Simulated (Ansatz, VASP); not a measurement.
Two plane-wave programs on Al

The input INCAR:

```
SYSTEM = Al
PREC = Accurate
ENCUT = 520
EDIFF = 1E-7
ISMEAR = -1
SIGMA = 0.08
LREAL = .FALSE.
LASPH = .TRUE.
NELM = 80
ALGO = Normal
ISIF = 2
LWAVE = .FALSE.
LCHARG = .FALSE.
GGA = PE
NBANDS = 8
```

Contents of KPOINTS:

```
Automatic mesh
0
G
  20 20 20
  0 0 0
```

Contents of POSCAR:

```
Al
1.0
    0.0000000000      1.6021790622      1.6021790622
    1.6021790622      0.0000000000      1.6021790622
    1.6021790622      1.6021790622      0.0000000000
Al
1
Direct
    0.0000000000      0.0000000000      0.0000000000
```

Input for Ansatz:

```yaml
crystal:
  lattice:
    - [0.0, 1.6021790622, 1.6021790622]
    - [1.6021790622, 0.0, 1.6021790622]
    - [1.6021790622, 1.6021790622, 0.0]
  atoms:
    - { symbol: Al, position: [0.0, 0.0, 0.0] }
kpoints:
  mp_grid: { grid: [20, 20, 20] }
scf:
  occupations: { method: fermi_dirac, width: 0.08 }
hamiltonian:
  xc: pbe
  pseudopotentials: { kind: paw }
output:
  forces: true
  stress: true
  eigenvalues: true
  write_density: true
  write_potential: true
  elf: true
  volumetric_format: npy
```

Change from the starting cell: volume scaled by 0.499, to set the pressure.

Alike in both runs: task single point; functional PBE; k mesh 20 × 20 × 20; occupations fermi-dirac, width 0.08 eV; no spin polarisation.

|  | VASP | Ansatz |
| --- | --- | --- |
| version | VASP 6.6.1 | Ansatz 0.2.0 |
| potentials or method | VASP PAW PBE potentials, release 64 (Al) | PAW with Ansatz's default frozen-core files, scalar-relativistic |
| plane-wave cutoff (eV) | 520 | 420 |
| valence electrons in the cell | 3 | 3 |

```csv
,VASP,Ansatz,Ansatz less VASP
pressure (GPa),234.7,233.3,-1.35
```

Both programs put the cell under a high pressure, so it lies far from rest at this level. With one functional, cell and mesh, what is left measures potentials, basis and numerics.

Noted on VASP's run: the cell as given lies far from equilibrium.
